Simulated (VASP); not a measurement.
Runs of VASP 6.6.1 on Al. The structure is that of space group P6_3/mmc (No. 194), or close to it. The cells are those of the table. This isn't the form of Al at room conditions, which is fcc.

```tsv
cell	k mesh	gap on the mesh (eV)	pressure (GPa)
a = 2.705, b = 2.705, c = 8.869 Å, angles 90.0, 90.0, 120.0°, 4 atoms	14 × 14 × 4	none	(b)
a = 2.746, b = 2.746, c = 9.001 Å, angles 90.0, 90.0, 120.0°, 4 atoms	14 × 14 × 4	none	(a)
a = 2.823, b = 2.823, c = 9.255 Å, angles 90.0, 90.0, 120.0°, 4 atoms	14 × 14 × 4	none	-0.3
a = 2.823, b = 2.823, c = 9.255 Å, angles 90.0, 90.0, 120.0°, 4 atoms	17 × 17 × 5	none	-0.2
a = 2.860, b = 2.860, c = 9.376 Å, angles 90.0, 90.0, 120.0°, 4 atoms	14 × 14 × 4	none	(c)
a = 2.785, b = 2.785, c = 9.130 Å, angles 90.0, 90.0, 120.0°, 4 atoms	14 × 14 × 4	none	3.7
a = 2.932, b = 2.932, c = 9.611 Å, angles 90.0, 90.0, 120.0°, 4 atoms	14 × 14 × 4	none	-8.2
a = 2.896, b = 2.896, c = 9.495 Å, angles 90.0, 90.0, 120.0°, 4 atoms	14 × 14 × 4	none	-6.2
```

Alike in all rows: task single point; level r2SCAN; potentials or basis VASP PAW PBE potentials, release 64 (Al); no spin polarisation; cutoff (eV) 520; smearing fermi-dirac 0.1 eV.

Question: Estimate the missing entries.

Answer: (a) 8.7; (b) 14.9; (c) -3.6.

Caveats: the PAW data sets were made with another functional, which shifts forces and pressure a little; the cell stands under pressure (at least some runs); the cell stands under tension (at least some runs).

A gap of «none» marks levels without a gap at the run's occupations.
